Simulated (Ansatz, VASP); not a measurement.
Two plane-wave programs on SnO2

INCAR

```
  PREC = Accurate
  ENCUT = 520
  EDIFF = 1E-7
  ISMEAR = 0
  SIGMA = 0.05
  LREAL = False
  LASPH = True
  NELM = 80
  ALGO = Normal
  ISIF = 2
  LWAVE = False
  LCHARG = False
  GGA = PE
  NBANDS = 35
```

KPOINTS

```
Automatic mesh
0
Gamma
  10 10 10
```

POSCAR

```
SnO2
1.0
   -2.0262505044      2.0262505044      5.1806864801
    2.0262505044     -2.0262505044      5.1806864801
    2.0262505044      2.0262505044     -5.1806864801
Sn O
2 4
Direct
    0.7500000000      0.2500000000      0.5000000000
    0.0000000000      0.0000000000      0.0000000000
    0.5678924200      0.7126672143     -0.1447747943
    0.9524019562      0.4524019562      0.5000000000
    0.2024019562      0.2024019562      0.0000000000
    0.5475980438      0.0475980438      0.5000000000
```

Input for Ansatz:

```yaml
crystal:
  lattice:
    - [-2.0262505044, 2.0262505044, 5.1806864801]
    - [2.0262505044, -2.0262505044, 5.1806864801]
    - [2.0262505044, 2.0262505044, -5.1806864801]
  atoms:
    - { symbol: Sn, position: [0.75, 0.25, 0.5] }
    - { symbol: Sn, position: [0.0, 0.0, 0.0] }
    - { symbol: O, position: [0.56789242, 0.7126672143, -0.1447747943] }
    - { symbol: O, position: [0.9524019562, 0.4524019562, 0.5] }
    - { symbol: O, position: [0.2024019562, 0.2024019562, 0.0] }
    - { symbol: O, position: [0.5475980438, 0.0475980438, 0.5] }
basis:
  ecutwfc: 420
kpoints:
  mp_grid: { grid: [10, 10, 10] }
hamiltonian:
  xc: pbe
  pseudopotentials: { kind: paw, azcp: { folder: soft_1 } }
scf:
  occupations: { method: gaussian, width: 0.05 }
output:
  forces: true
  stress: true
  eigenvalues: true
```

Alike in both runs: task single point; functional PBE; k mesh 10 × 10 × 10; occupations gaussian, width 0.05 eV; no spin polarisation.

|  | VASP | Ansatz |
| --- | --- | --- |
| version | VASP 6.6.1 | Ansatz 0.2.0 |
| potentials or method | VASP PAW PBE potentials, release 64 (Sn_d, O), cutoff 520 eV | scalar-relativistic, plane waves, PAW |
| valence electrons in the cell | 52 | 52 |

```tsv
	VASP	Ansatz	Ansatz less VASP
gap on the k mesh at the Fermi level (eV)	none	none	-
pressure (GPa)	-0.2	-0.8	-0.54
traceless stress, the component that is largest in VASP (GPa)	-1.81	-1.83	-0.014
rms of the force components (eV/Å)	1.197	1.203	+0.0060
```

Atom by atom the forces differ by 0.023 eV/Å (rms over components). A gap of «none» marks a metal or a gap that the smearing closes. The functional is the same, so the differences come from potentials, cutoffs and numerics.
